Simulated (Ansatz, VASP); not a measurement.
# One calculation of CdI2, two programs

```xyz
3
Lattice="4.4562 0.0000 0.0000 -2.2281 3.8592 0.0000 0.0000 0.0000 6.5160" Properties=species:S:1:pos:R:3 pbc="T T T"
Cd    0.0000    0.0000    0.0000
I     0.0000    2.5728    1.6238
I     2.2281    1.2864    4.8923
```

Change from the starting cell: strain +0.050 along x and y, -0.050 along z, atoms carried along.

Alike in both runs: task single point; functional PBE; dispersion D3(BJ); k mesh 9 × 9 × 4; occupations gaussian, width 0.05 eV; no spin polarisation.

```csv
,VASP,Ansatz
version,VASP 6.6.1,Ansatz 0.2.0
potentials or method,"VASP PAW PBE potentials, release 64 (Cd, I), cutoff 500 eV","scalar-relativistic, plane waves, PAW"
valence electrons in the cell,26,54
```

VASP gave:

| Item | Value |
| --- | --- |
| gap on the k mesh at the Fermi level (eV) | 1.84 |
| least direct gap on the mesh (eV) | 1.84 |
| pressure (GPa) | -1.2 |
| traceless stress, the component that is largest in VASP (GPa) | 1.44 |
| rms of the force components (eV/Å) | 0.032 |

Which values does Ansatz return?

gap on the k mesh at the Fermi level (eV): 1.86; least direct gap on the mesh (eV): 1.86; pressure (GPa): -1.3; traceless stress, the component that is largest in VASP (GPa): 1.46; rms of the force components (eV/Å): 0.025.

Atom by atom the forces differ by 0.007 eV/Å (rms over components). VASP's potentials hold 26 valence electrons a cell and Ansatz's 54, so a difference there can come from the potentials and not from the codes.

Spin-orbit coupling is off throughout.
